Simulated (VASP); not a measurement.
Write the native input for VASP 6.6.1 that does the following.

```
Task                   : single point
Functional             : r2SCAN
Potentials or basis    : VASP PAW PBE potentials, release 64 (S)
Cutoff                 : 520 eV
k mesh                 : 6 × 6 × 4
Occupations            : gaussian, width 0.1 eV
Spin                   : no spin polarisation
Dipole correction      : no
Further INCAR settings : ALGO = Normal; EDIFF = 1e-06; NBANDS = 13
```

The system is S.

```xyz
2
Lattice="3.5033 0.0000 0.0000 -1.7517 3.0339 0.0000 0.0000 0.0000 5.6860" Properties=species:S:1:pos:R:3 pbc="T T T"
S     0.0000    2.0226    1.4215
S     1.7517    1.0113    4.2645
```

This isn't the form of S at room conditions, which is orthorhombic, of S8 rings.

One way to write it, as run:

POSCAR

```
S
1.0
    3.5033036618      0.0000000000      0.0000000000
   -1.7516518309      3.0339499682      0.0000000000
    0.0000000000      0.0000000000      5.6860473763
S
2
Direct
    0.3333333333      0.6666666667      0.2500000000
    0.6666666667      0.3333333333      0.7500000000
```

INCAR.step1

```
SYSTEM = S
ALGO = Normal ; EDIFF = 1E-4
ENCUT = 520 ; GGA = PE
ISMEAR = 0 ; LASPH = .True.
LCHARG = .False. ; LREAL = .False.
LWAVE = .True. ; NBANDS = 13
NELM = 60 ; PREC = Accurate
SIGMA = 0.1
```

INCAR.step2

```
SYSTEM = S
ALGO = Normal ; EDIFF = 1E-6
ENCUT = 520 ; ISIF = 2
ISMEAR = 0 ; ISTART = 1
LASPH = .True. ; LCHARG = .True.
LELF = .True. ; LMIXTAU = .True.
LREAL = .False. ; LVHAR = .True.
LWAVE = .False. ; METAGGA = R2SCAN
NBANDS = 13 ; NELM = 60
PREC = Accurate ; SIGMA = 0.1
```

KPOINTS

```
k-points
0
Gamma
  6 6 4
  0 0 0
```

Potentials or basis: VASP PAW PBE potentials, release 64 (S).

Run with:

```sh
$ cat potpaw_PBE.64/S/POTCAR > POTCAR
$ cp INCAR.step1 INCAR
$ mpirun -np 1 vasp_std > vasp.out
$ cp INCAR.step2 INCAR
$ mpirun -np 1 vasp_std > vasp.out
```

Results of the run:

```yaml
Pressure: -12.1 GPa
Band_gap_on_the_k_mesh: zero (bands 6 and 7 overlap by 1.73 eV)
```

Caveat: the cell stands under tension; the PAW data sets were made with another functional, which shifts forces and pressure a little.

Run time: 31 s on 1 thread of Intel(R) Xeon(R) 6975P-C (Granite Rapids), with other jobs on the host, peak memory 0.18 GiB.
